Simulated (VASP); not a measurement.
**Ir: single point with LDA**

The system is Ir.

```
CELL_PARAMETERS angstrom
0.00000 1.90542 1.90542
1.90542 0.00000 1.90542
1.90542 1.90542 0.00000
ATOMIC_POSITIONS crystal
Ir 0.00000 0.00000 0.00000
```

```json
{"Program": "VASP 6.6.1", "Task": "single point", "Functional": "LDA", "Potentials or basis": "VASP PAW LDA potentials, release 64 (Ir)", "Cutoff": "520 eV", "k mesh": "21 × 21 × 21", "Occupations": "methfessel-paxton, width 0.05 eV", "Spin": "no spin polarisation", "Dipole correction": "no", "Further INCAR settings": "ALGO = Normal; EDIFF = 1e-06; NBANDS = 10"}
```

```yaml
Pressure: 2.7 GPa
```

Levels at points of the mesh, in eV from the Fermi level:
| k point | band 1 | band 2 | band 3 | band 4 | band 5 | band 6 | band 7 | band 8 | band 9 |
| --- | --- | --- | --- | --- | --- | --- | --- | --- | --- |
| (0.00, 0.00, 0.00) | -11.37 | -4.07 | -4.07 | -4.07 | -1.25 | -1.25 | 14.27 | 19.94 | 19.94 |

Run time: 39 s on 1 thread of AMD EPYC 9R45 (Zen 5), with other jobs on the host, peak memory 0.12 GiB.

Caveat: spin-orbit coupling is left out, which moves the levels of the heavy elements.
